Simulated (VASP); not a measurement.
A run of VASP 6.6.1:

Contents of INCAR:

```
  ALGO = Normal
  EDIFF = 1E-6
  ENCUT = 600
  GGA = PE
  GGA_COMPAT = False
  ISIF = 2
  ISMEAR = -1
  LASPH = True
  LCHARG = False
  LREAL = False
  LWAVE = False
  NBANDS = 24
  NELM = 120
  PREC = Accurate
  SIGMA = 0.1
```

KPOINTS

```
k-points
0
Gamma
  3 3 3
```

Contents of POSCAR:

```
Mg7W
1.0
    6.2017800000      0.0000000000      0.0000000000
   -3.1008900000      5.3708990287      0.0000000000
    0.0000000000      0.0000000000      4.9437300000
Mg W
7 1
Direct
    0.1655000000      0.3310000000      0.5000000000
    0.1655000000      0.8345000000      0.5000000000
    0.6690000000      0.8345000000      0.5000000000
    0.8229100000      0.1770900000      0.0000000000
    0.3541800000      0.1770900000      0.0000000000
    0.8229100000      0.6458200000      0.0000000000
    0.3333333333      0.6666666667      0.0000000000
    0.6666666667      0.3333333333      0.5000000000
```

Potentials or basis: VASP PAW PBE potentials, release 64 (Mg, W_sv).

Run with:

```sh
$ cat potpaw_PBE.64/Mg/POTCAR potpaw_PBE.64/W_sv/POTCAR > POTCAR
$ mpirun -np 1 vasp_std > vasp.out
```

Hardware: 1 thread of Intel(R) Xeon(R) 6975P-C (Granite Rapids) (shared host).

How long does it take, and how much memory?

It took 20 s on 1 thread of Intel(R) Xeon(R) 6975P-C (Granite Rapids), with other jobs on the host, peak memory 0.3 GiB. Counts: scf iterations 13, k points 6.
